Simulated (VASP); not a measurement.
# Te2Mo (P-3m1) in VASP: single point with r2SCAN

Aim: the single point of Te2Mo with r2SCAN.

All numbers are computed with VASP 6.6.1; they aren't measurements. Logs are shortened: lines on timing, memory, paths and dates and some standing lists are left out, and cuts for length are marked.

### Step 1. The cell of the first run

The structure is trigonal, space group P-3m1 (No. 164). The conventional cell has a = 3.564 Å, b = 3.564 Å, c = 14.576 Å, α = 90.00°, β = 90.00°, γ = 120.00°. Within 3.6 Å of Te (site symmetry 3m) lie 3 Mo at 2.73 Å and 7 Te at 3.56 to 3.58 Å. Within 3.6 Å of Te (site symmetry 3m) lie 3 Mo at 2.73 Å and 7 Te at 3.56 to 3.58 Å. Within 3.6 Å of Mo (site symmetry 3m) lie 6 Te at 2.73 Å and 6 Mo at 3.56 Å.

### Step 2. Single point, r2SCAN (the distance across one plane changed)

The input, POSCAR:

```
Te2Mo
1.0
   -3.5635452172      0.0000000000      0.0000000000
   -1.7817726086     -3.0861206856      0.0000000000
    0.0000000000      0.0000000000     14.5762210532
Te Mo
4 2
Direct
    0.3333333333      0.3333333333      0.6349515156
    0.6666666667      0.6666666667      0.1298061491
    0.3333333333      0.3333333333      0.8804845840
    0.6666666667      0.6666666667      0.3753392174
    0.3333333333      0.3333333333      0.2525726833
    0.6666666667      0.6666666667      0.7577180498
```

The input, INCAR.step1:

```
SYSTEM = Te2Mo
PREC = Accurate
ENCUT = 520
ISMEAR = 0
SIGMA = 0.05
LREAL = .False.
LASPH = .True.
NELM = 80
NBANDS = 35
GGA = PE
ALGO = Normal
EDIFF = 1E-4
LWAVE = .True.
LCHARG = .False.
```

The input, INCAR.step2:

```
SYSTEM = Te2Mo
PREC = Accurate
ENCUT = 520
EDIFF = 1E-6
ISMEAR = 0
SIGMA = 0.05
LREAL = .False.
LASPH = .True.
NELM = 80
ALGO = Normal
ISIF = 2
LWAVE = .False.
LCHARG = .False.
METAGGA = R2SCAN
LMIXTAU = .True.
NBANDS = 35
ISTART = 1
```

The input, KPOINTS:

```
Automatic mesh
0
Gamma
  9 9 2
  0 0 0
```

Potentials or basis: VASP PAW PBE potentials, release 64 (Te, Mo_sv).

Command:

```bash
cat potpaw_PBE.64/Te/POTCAR potpaw_PBE.64/Mo_sv/POTCAR > POTCAR
cp INCAR.step1 INCAR
mpirun -np 1 vasp_std > vasp.out
cp INCAR.step2 INCAR
mpirun -np 1 vasp_std > vasp.out
```

OUTCAR:

```text
SYSTEM = Te2Mo
   PREC = Accurate
   ENCUT = 520
   EDIFF = 1E-6
   ISMEAR = 0
   LREAL = .False.
   LASPH = .True.
   NELM = 80
   ISIF = 2
   METAGGA = R2SCAN
   ISTART = 1

 ion  position               nearest neighbor table
   1  0.333  0.333  0.635-   6 2.73   6 2.73   6 2.73   3 3.58
   2  0.667  0.667  0.130-   5 2.73   5 2.73   5 2.73   4 3.58
   3  0.333  0.333  0.880-   6 2.73   6 2.73   6 2.73   1 3.58
   4  0.667  0.667  0.375-   5 2.73   5 2.73   5 2.73   2 3.58
   5  0.333  0.333  0.253-   4 2.73   4 2.73   4 2.73   2 2.73   2 2.73   2 2.73
   6  0.667  0.667  0.758-   1 2.73   3 2.73   1 2.73   3 2.73   1 2.73   3 2.73

  LATTYP: Found a hexagonal cell.
 ALAT       =     3.5635452172
 C/A-ratio  =     4.0903707305

  Lattice vectors:

 A1 = (   1.7817726086,   3.0861206856,   0.0000000000)
 A2 = (  -3.5635452172,   0.0000000000,   0.0000000000)
 A3 = (   0.0000000000,   0.0000000000,  14.5762210532)

Analysis of symmetry for initial positions (statically):
=====================================================================
 Subroutine PRICEL returns:
 Original cell was already a primitive cell.

 Routine SETGRP: Setting up the symmetry group for a
 hexagonal supercell.

 Subroutine GETGRP returns: Found 12 space group operations
 (whereof  6 operations were pure point group operations)
 out of a pool of 24 trial point group operations.

The static configuration has the point symmetry C_3v.
 The point group associated with its full space group is D_3d.

Analysis of symmetry for dynamics (positions and initial velocities):
=====================================================================
 Subroutine PRICEL returns:
 Original cell was already a primitive cell.

 Routine SETGRP: Setting up the symmetry group for a
 hexagonal supercell.

 Subroutine GETGRP returns: Found 12 space group operations
 (whereof  6 operations were pure point group operations)
 out of a pool of 24 trial point group operations.

The dynamic configuration has the point symmetry C_3v.
 The point group associated with its full space group is D_3d.

 Subroutine INISYM returns: Found 12 space group operations
 (whereof  6 operations are pure point group operations),
[... 99 lines left out ...]
   LSORBIT =      F    spin-orbit coupling
   LASPH  =      T    aspherical Exc in radial PAW
   ENCUT  =  520.0 eV  38.22 Ry    6.18 a.u.   6.63  6.63 27.10*2*pi/ulx,y,z
   NELM   =     80;   NELMIN=  2; NELMDL=  0     # of ELM steps
   EDIFF  = 0.1E-05   stopping-criterion for ELM
   LREAL  =      F    real-space projection
   EDIFFG = 0.1E-04   stopping-criterion for IOM
   NSW    =      0    number of steps for IOM
   IBRION =     -1    ionic relax: 0-MD 1-quasi-New 2-CG
   NFREE  =      0    steps in history (QN), initial steepest desc. (CG)
   ISIF   =      2    stress and relaxation
   ISYM   =      2    0-nonsym 1-usesym 2-fastsym
   POTIM  = 0.5000    time-step for ionic-motion
   TEBEG  =    0.0;   TEEND  =   0.0 temperature during run
   PSTRESS=    0.0 pullay stress
   NELECT =      52.0000    total number of electrons
   NUPDOWN=      -1.0000    fix difference up-down
   EMIN   =  10.00;   EMAX   =-10.00  energy-range for DOS
   EFERMI =   0.00;   METHOD = LEGACY
   ISMEAR =     0;   SIGMA  =   0.05  broadening in eV -4-tet -1-fermi 0-gaus
   EFERMI_NEDOS =   21; number of points for ismear=-14 and -15
   IALGO  =     38    algorithm
   IMIX   =      4    mixing-type and parameters
     AMIX     =   0.40;   BMIX     =  1.00
     AMIX_MAG =   1.60;   BMIX_MAG =  1.00
  volume/ion in A,a.u.               =      26.72       180.30
  Fermi-wavevector in a.u.,A,eV,Ry     =   1.124853  2.125665 17.215384  1.265295
  Thomas-Fermi vector in A             =   2.261527
   LORBIT       =      0    0 simple, 1 ext, 2 COOP (PROOUT), +10 PAW based schemes
   METAGGA = R2SCAN    functional components
   LHFCALC =     F    Hartree Fock is set to
   AEXX    =    0.0000 exact exchange contribution
   IVDW    =     0    specifies the selected vdW correction
   LEPSILON=     F    determine dielectric tensor
   LRPA    =     F    only Hartree local field effects (RPA)
 non-spin polarized calculation
 Gauss-broadening in eV      SIGMA  =   0.05
  energy-cutoff  :      520.00
  volume of cell :      160.30
 maximum number of plane-waves:      4387
   NGX = 13   NGY = 13   NGZ = 55

 number of electron      52.0000002 magnetization

 Free energy of the ion-electron system (eV)
  ---------------------------------------------------
  ext. energy  EPLUGINS =         0.00000000
  ---------------------------------------------------
  free energy    TOTEN  =      -155.66358223 eV

  energy without entropy =     -155.66358223  energy(sigma->0) =     -155.66358223

 E-fermi :   7.5369     XC(G=0): -10.5933

 val. band max:        7.1338458706   @ k =   0.0000   0.0000   0.0000
 cond. band min:       8.1441135185   @ k =  -0.3333   0.3333   0.0000
 fundamental gap:      1.0102676479
 Fermi energy:         7.5369405639

 k-point     1 :       0.0000    0.0000    0.0000
  band No.  band energies     occupation
      1     -55.6102      2.00000
      2     -55.6102      2.00000
      3     -29.0284      2.00000
      4     -29.0284      2.00000
      5     -28.9413      2.00000
      6     -28.9413      2.00000
[... 901 lines left out ...]
     34      11.0717      0.00000
     35      12.2983      0.00000

------------------------ aborting loop because EDIFF is reached ----------------------------------------

  FORCE on cell =-STRESS in cart. coord.  units (eV):
  Direction    XX          YY          ZZ          XY          YZ          ZX
  --------------------------------------------------------------------------------------
  -------------------------------------------------------------------------------------
  Total        0.1184096      0.1184096      0.3489922      0.0000000      0.0000000      0.0000000
  in kB        1.1834698      1.1834698      3.4880778      0.0000000      0.0000000      0.0000000
  external PRESSURE =       1.9516725 kB  Pullay stress =       0.0000000 kB

 VOLUME and BASIS-vectors are now :
 -----------------------------------------------------------------------------
  energy-cutoff  :      520.00
  volume of cell :      160.30
      direct lattice vectors                 reciprocal lattice vectors
    -3.563545217  0.000000000  0.000000000    -0.280619422  0.162015699  0.000000000
    -1.781772609 -3.086120686  0.000000000     0.000000000 -0.324031398  0.000000000
     0.000000000  0.000000000 14.576221053     0.000000000  0.000000000  0.068604887

 POSITION                                       TOTAL-FORCE (eV/Angst)
 -----------------------------------------------------------------------------------
     -1.78177     -1.02871      9.25519        -0.000000     -0.000000     -0.026042
     -3.56355     -2.05741      1.89208        -0.000000     -0.000000      0.000445
     -1.78177     -1.02871     12.83414         0.000000      0.000000     -0.000445
     -3.56355     -2.05741      5.47103        -0.000000      0.000000      0.026042
     -1.78177     -1.02871      3.68156        -0.000000      0.000000      0.008765
     -3.56355     -2.05741     11.04467         0.000000      0.000000     -0.008765
 -----------------------------------------------------------------------------------
    total drift:                                0.000000      0.000000     -0.000047

  FREE ENERGIE OF THE ION-ELECTRON SYSTEM (eV)
  ---------------------------------------------------
  free  energy   TOTEN  =      -155.6635822272 eV

  energy  without entropy=     -155.6635822272  energy(sigma->0) =     -155.66358223
```

OUTCAR.step1:

```text
SYSTEM = Te2Mo
   PREC = Accurate
   ENCUT = 520
   ISMEAR = 0
   LREAL = .False.
   LASPH = .True.
[... 1148 lines left out ...]
     -3.56355     -2.05741      5.47103        -0.000000      0.000000      0.223130
     -1.78177     -1.02871      3.68156         0.000000      0.000000      0.008373
     -3.56355     -2.05741     11.04467         0.000000      0.000000     -0.008373
 -----------------------------------------------------------------------------------
    total drift:                                0.000000      0.000000     -0.000044

  FREE ENERGIE OF THE ION-ELECTRON SYSTEM (eV)
  ---------------------------------------------------
  free  energy   TOTEN  =       -36.0572215378 eV

  energy  without entropy=      -36.0572215378  energy(sigma->0) =      -36.05722154
```

Run time: 13 min. Hardware: 1 thread of Intel Xeon 8259CL, shared host; peak memory 0.38 GiB.

What came out:

| Quantity | Value |
| --- | --- |
| Free energy | -155.6636 eV |
| Pressure | 0.2 GPa |
| Largest force | 0.026 eV/Å |
| Band gap on the k mesh | 1.01 eV (least direct gap 1.06 eV) |

Forces on the atoms (eV/Å):
```
Te   0.000  0.000 -0.026
Te   0.000  0.000  0.000
Te   0.000  0.000  0.000
Te   0.000  0.000  0.026
Mo   0.000  0.000  0.009
Mo   0.000  0.000 -0.009
```

Caveat: the cell differs from its parent crystal (the distance across one plane changed); the PAW data sets were made with another functional, which shifts forces and pressure a little; spin-orbit coupling is left out, which moves the levels of the heavy elements; an odd mesh through Γ misses points on the zone boundary, where band edges can lie.
